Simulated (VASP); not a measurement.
Runs of VASP 6.6.1 on H. The structure is that of space group I4/mmm (No. 139), or close to it. The cells are those of the table. 

| cell | gap on the mesh (eV) | pressure (GPa) | largest force (eV/Å) |
| --- | --- | --- | --- |
| a = 3.022 Å, angles 117.6, 117.6, 94.1°, 2 atoms | (c) | 0.3 | 0.01 |
| a = 3.317 Å, angles 112.6, 112.6, 103.3°, 2 atoms | 9.95 | -0.1 | 0.01 |
| a = 2.979 Å, angles 118.5, 118.5, 92.6°, 2 atoms | 9.40 | 0.4 | (b) |
| a = 3.341 Å, angles 112.3, 112.3, 103.9°, 2 atoms | (a) | -0.1 | 0.01 |
| a = 3.248 Å, angles 113.7, 113.7, 101.3°, 2 atoms | 9.83 | -0.1 | - |
| a = 3.294 Å, angles 113.0, 113.0, 102.6°, 2 atoms | 9.91 | -0.1 | - |

Alike in all rows: task single point; level r2SCAN; potentials or basis VASP PAW PBE potentials, release 64 (H); no spin polarisation; k mesh 10 × 10 × 10; cutoff (eV) 520; smearing gaussian 0.05 eV.

Problem. Estimate the missing entries.

Solution. (a) 9.99; (b) 0.02; (c) 9.46.

Caveats: the PAW data sets were made with another functional, which shifts forces and pressure a little.

A k mesh can miss the band edges.
